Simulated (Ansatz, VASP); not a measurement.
# One calculation of Cu, two programs

Contents of INCAR:

```
  PREC = Accurate
  ENCUT = 520
  EDIFF = 1E-6
  ISMEAR = 0
  SIGMA = 0.15
  LREAL = F
  LASPH = T
  NELM = 60
  ALGO = Fast
  ISIF = 2
  LWAVE = F
  LCHARG = F
  GGA = PE
  NBANDS = 12
```

The input KPOINTS:

```
regular mesh
0
Gamma
  22 22 22
```

POSCAR

```
Cu
1.0
    0.0000000000      2.0786250000      1.8075000000
    1.5363750000      0.0000000000      1.8075000000
    1.5363750000      2.0786250000      0.0000000000
Cu
1
Direct
    0.0000000000      0.0000000000      0.0000000000
```

Input for Ansatz:

```yaml
crystal:
  lattice:
    - [0.0, 2.078625, 1.8075]
    - [1.536375, 0.0, 1.8075]
    - [1.536375, 2.078625, 0.0]
  atoms:
    - { symbol: Cu, position: [0.0, 0.0, 0.0] }
basis:
  ecutwfc: 420
kpoints:
  mp_grid: { grid: [22, 22, 22] }
hamiltonian:
  xc: pbe
scf:
  occupations: { method: gaussian, width: 0.15 }
output:
  forces: true
  stress: true
  eigenvalues: true
```

Change from the starting cell: strain -0.1500 x Voigt [1, -1, 0, 0, 0, 0], atoms carried along.

Alike in both runs: task single point; functional PBE; k mesh 22 × 22 × 22; occupations gaussian, width 0.15 eV; no spin polarisation.

|  | VASP | Ansatz |
| --- | --- | --- |
| version | VASP 6.6.1 | Ansatz 0.2.0 |
| potentials or method | VASP PAW PBE potentials, release 64 (Cu), cutoff 520 eV | scalar-relativistic, plane waves, PAW |
| valence electrons in the cell | 11 | 19 |

|  | VASP | Ansatz | Ansatz less VASP |
| --- | --- | --- | --- |
| gap on the k mesh at the Fermi level (eV) | none | none | - |
| pressure (GPa) | 8.9 | 8.2 | -0.73 |
| traceless stress, the component that is largest in VASP (GPa) | -14.14 | -14.26 | -0.114 |

A gap of «none» marks a metal or a gap that the smearing closes. VASP's potentials hold 11 valence electrons a cell and Ansatz's 19, so a difference there can come from the potentials and not from the codes.
